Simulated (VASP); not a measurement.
Set up this calculation in VASP 6.6.1, as the native input.

* Task: relaxation of cell and atoms
* Functional: r2SCAN
* Potentials or basis: VASP PAW PBE potentials, release 64 (Sc_sv)
* Cutoff: 550 eV
* k mesh: 15 × 15 × 15
* Occupations: methfessel-paxton, width 0.05 eV
* Spin: no spin polarisation
* Dipole correction: no
* Further INCAR settings: ALGO = Normal; EDIFF = 1e-07; IBRION = 2; EDIFFG = -0.03; NSW = 80; ISIF = 3

Crystal: Sc.

```
CELL_PARAMETERS angstrom
0.00000 2.32000 2.32000
2.32000 0.00000 2.32000
2.32000 2.32000 0.00000
ATOMIC_POSITIONS crystal
Sc 0.00000 0.00000 0.00000
```

This isn't the form of Sc at room conditions, which is hcp.

These files were run (other wordings do the same):

POSCAR

```
Sc
1.0
    0.0000000000      2.3200000000      2.3200000000
    2.3200000000      0.0000000000      2.3200000000
    2.3200000000      2.3200000000      0.0000000000
Sc
1
Direct
    0.0000000000      0.0000000000      0.0000000000
```

INCAR.step1

```
ALGO     = Normal         # electronic algorithm
EDIFF    = 1E-5           # SCF threshold, eV
EDIFFG   = -0.005         # ionic threshold
ENCUT    = 550            # plane-wave cutoff, eV
GGA      = PE             # functional
GGA_COMPAT= F            
IBRION   = 2              # ionic algorithm
ISIF     = 3              # what is computed and relaxed
ISMEAR   = 1              # smearing method
LASPH    = T              # aspherical terms in the spheres
LCHARG   = F              # write CHGCAR
LREAL    = F              # projectors in reciprocal space
LWAVE    = T              # write WAVECAR
NELM     = 120            # most SCF steps
NELMIN   = 4            
NSW      = 100            # ionic steps
PREC     = Accurate       # precision mode
SIGMA    = 0.05           # smearing width, eV
```

INCAR.step2

```
ALGO     = Normal         # electronic algorithm
EDIFF    = 1E-7           # SCF threshold, eV
EDIFFG   = -0.03          # ionic threshold
ENCUT    = 550            # plane-wave cutoff, eV
GGA_COMPAT= F            
IBRION   = 2              # ionic algorithm
ISIF     = 3              # what is computed and relaxed
ISMEAR   = 1              # smearing method
ISTART   = 1            
LASPH    = T              # aspherical terms in the spheres
LCHARG   = F              # write CHGCAR
LMIXTAU  = T            
LREAL    = F              # projectors in reciprocal space
LWAVE    = F              # write WAVECAR
METAGGA  = R2SCAN         # meta-GGA
NELM     = 120            # most SCF steps
NELMIN   = 4            
NSW      = 80             # ionic steps
PREC     = Accurate       # precision mode
SIGMA    = 0.05           # smearing width, eV
```

KPOINTS

```
k-points
0
Gamma
  15 15 15
```

Potentials or basis: VASP PAW PBE potentials, release 64 (Sc_sv).

The run is started by

```sh
$ cat potpaw_PBE.64/Sc_sv/POTCAR > POTCAR
$ cp INCAR.step1 INCAR
$ mpirun -np 1 vasp_std > vasp.out
$ cp INCAR.step2 INCAR
$ mpirun -np 1 vasp_std > vasp.out
```

It gave:

```
Relaxed volume                        : 25.24 Å³/atom
Relaxed cell                          : a = 3.292 Å, b = 3.292 Å, c = 3.292 Å, α = 60.00°, β = 60.00°, γ = 60.00°
Space group after relaxing (to 0.1 Å) : Fm-3m (No. 225)
Energy gained by relaxing             : 0.3 meV/atom
Ionic steps                           : 2
Pressure after relaxing               : -0.1 GPa
Band gap on the k mesh                : zero (an odd number of electrons rules out a gap without spin polarisation)
```

Caveat: the PAW data sets were made with another functional, which shifts forces and pressure a little.

Run time: 2.7 min on 1 thread of Intel(R) Xeon(R) Platinum 8488C (Sapphire Rapids), with other jobs on the host, peak memory 0.19 GiB.
